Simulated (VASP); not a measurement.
**Ta4N5: single point with r2SCAN**

Ta4N5:

```
Ta N
1.0
    -3.35618    3.35618    2.09639
     3.35618   -3.35618    2.09639
     3.35618    3.35618   -2.09639
Ta N
4 5
Direct
  0.78455 0.60527 0.38983
  0.39473 0.78455 0.17928
  0.60527 0.21545 0.82072
  0.21545 0.39473 0.61017
  0.50000 0.50000 0.00000
  0.90949 0.30373 0.21322
  0.69627 0.90949 0.60576
  0.30373 0.09051 0.39424
  0.09051 0.69627 0.78678
```

* Program: VASP 6.6.1
* Task: single point
* Functional: r2SCAN
* Potentials or basis: VASP PAW PBE potentials, release 64 (Ta_pv, N)
* Cutoff: 520 eV
* k mesh: 10 × 10 × 10
* Occupations: gaussian, width 0.1 eV
* Spin: no spin polarisation

```json
{
 "Pressure": "23.8 GPa",
 "Largest force": "0.040 eV/Å",
 "Band gap on the k mesh": "zero (an odd number of electrons rules out a gap without spin polarisation)"
}
```

Forces in eV/Å, atoms in the order of the input:
```
Ta   0.010 -0.011  0.000
Ta  -0.011 -0.010  0.000
Ta   0.011  0.010  0.000
Ta  -0.010  0.011  0.000
N    0.000  0.000  0.000
N   -0.032  0.024  0.000
N    0.024  0.032  0.000
N   -0.024 -0.032  0.000
N    0.032 -0.024  0.000
```

Stress tensor (GPa, compression positive):
```
23.81  0.00  0.00
 0.00 23.81  0.00
 0.00  0.00 23.71
```

Levels at points of the mesh, in eV from the Fermi level:
```csv
k point,band 31,band 32,band 33,band 34,band 35,band 36,band 37,band 38,band 39,band 40
"(0.00, 0.00, 0.00)",-2.96,-2.96,-1.56,-1.56,-1.20,0.64,0.89,1.26,1.26,1.75
"(0.50, 0.00, 0.00)",-4.73,-3.39,-1.34,0.61,1.19,1.67,1.93,2.16,2.23,2.72
"(0.50, 0.50, 0.00)",-3.86,-3.54,-3.42,-1.92,-0.61,0.51,0.72,1.78,1.84,2.21
"(0.50, 0.50, 0.50)",-3.93,-3.93,-3.72,-2.38,-1.98,-0.58,-0.58,2.92,3.01,3.01
```

It took 80 min on 1 thread of Oxide Virtual Turin-like Processor, on a shared host, peak memory 0.54 GiB.

Caveat: the cell stands under pressure; the PAW data sets were made with another functional, which shifts forces and pressure a little; spin-orbit coupling is left out, which moves the levels of the heavy elements; an odd number of electrons without spin polarisation forces a metal; a magnetic or distorted state may lie lower.
